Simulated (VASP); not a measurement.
A run of VASP 6.6.1 is set up as follows.

The input POSCAR:

```
Li2SnHgTe4
1.0
   -3.1707570633      3.1707570633      6.3645194556
    3.1707570633     -3.1707570633      6.3645194556
    3.1707570633      3.1707570633     -6.3645194556
Li Hg Sn Te
2 1 1 4
Direct
    0.7500000000      0.2500000000      0.5000000000
    0.2500000000      0.7500000000      0.5000000000
    0.0000000000      0.0000000000      0.0000000000
    0.5000000000      0.5000000000      0.0000000000
    0.8742190577      0.8742190577      0.4873468184
    0.1257809423      0.6131277607      0.0000000000
    0.6131277607      0.1257809423      0.0000000000
    0.3868722393      0.3868722393      0.5126531816
```

The input INCAR.step1:

```
SYSTEM = Li2SnHgTe4
ALGO = Normal
EDIFF = 1E-4
ENCUT = 520
GGA = PE
ISMEAR = 0
LASPH = .True.
LCHARG = .False.
LREAL = .False.
LWAVE = .True.
NBANDS = 38
NELM = 80
PREC = Accurate
SIGMA = 0.01
```

Contents of INCAR.step2:

```
SYSTEM = Li2SnHgTe4
ALGO = Normal
EDIFF = 1E-7
ENCUT = 520
ISIF = 2
ISMEAR = 0
ISTART = 1
LASPH = .True.
LCHARG = .False.
LMIXTAU = .True.
LREAL = .False.
LWAVE = .False.
METAGGA = R2SCAN
NBANDS = 38
NELM = 80
PREC = Accurate
SIGMA = 0.01
```

Contents of KPOINTS:

```
k-points
0
Gamma
  6 6 6
  0 0 0
```

Potentials or basis: VASP PAW PBE potentials, release 64 (Li_sv, Hg, Sn_d, Te).

Run with:

```bash
$ cat potpaw_PBE.64/Li_sv/POTCAR potpaw_PBE.64/Hg/POTCAR potpaw_PBE.64/Sn_d/POTCAR potpaw_PBE.64/Te/POTCAR > POTCAR
$ cp INCAR.step1 INCAR
$ mpirun -np 1 vasp_std > vasp.out
$ cp INCAR.step2 INCAR
$ mpirun -np 1 vasp_std > vasp.out
```

Estimate the largest force.

0.173 eV/Å.

What does it give for the band gap on the k mesh?

0.92 eV.

Forces on the atoms (eV/Å):
```
Li   0.000  0.000  0.000
Li   0.000  0.000  0.000
Hg   0.000  0.000  0.000
Sn   0.000  0.000  0.000
Te   0.041  0.041  0.164
Te   0.041 -0.041 -0.164
Te  -0.041  0.041 -0.164
Te  -0.041 -0.041  0.164
```

Caveat: the PAW data sets were made with another functional, which shifts forces and pressure a little; spin-orbit coupling is left out, which moves the levels of the heavy elements. A k mesh can miss the band edges.
